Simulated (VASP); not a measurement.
A run of VASP 6.6.1 is set up as follows.

INCAR

```
ALGO = Normal ; EDIFF = 1E-7
EDIFFG = -0.04 ; ENCUT = 500
GGA = PE ; GGA_COMPAT = F
IBRION = 2 ; ISIF = 3
ISMEAR = 0 ; LASPH = T
LCHARG = F ; LREAL = F
LWAVE = F ; NELM = 120
NELMIN = 4 ; NSW = 90
PREC = Accurate ; SIGMA = 0.1
```

The input KPOINTS:

```
k-points
0
Gamma
  6 6 6
```

File POSCAR:

```
SnP2
1.0
    1.8589590600      1.0732705200      4.7674219400
   -1.8589590600      1.0732705200      4.7674219400
    0.0000000000     -2.1465410300      4.7674219400
Sn P
1 2
Direct
    0.0000000000      0.0000000000      0.0000000000
    0.4160641100      0.4160641100      0.4160641100
    0.5839358900      0.5839358900      0.5839358900
```

Potentials or basis: VASP PAW PBE potentials, release 64 (Sn_d, P).

Command:

```sh
$ cat potpaw_PBE.64/Sn_d/POTCAR potpaw_PBE.64/P/POTCAR > POTCAR
$ mpirun -np 1 vasp_std > vasp.out
```

Problem. Estimate the band gap on the k mesh.

Solution. Zero (bands 12 and 13 overlap by 1.71 eV).

Problem. Predict the space group after relaxing (to 0.1 Å).

Solution. R-3m (No. 166).

Problem. Predict the relaxed volume.

Solution. 23.77 Å³/atom.

Forces on the atoms (eV/Å):
```
Sn   0.000  0.000  0.000
P    0.000  0.000 -0.019
P    0.000  0.000  0.019
```

Caveat: the volume moved by over 15 % at a fixed basis, so the end points are rough; spin-orbit coupling is left out, which moves the levels of the heavy elements.
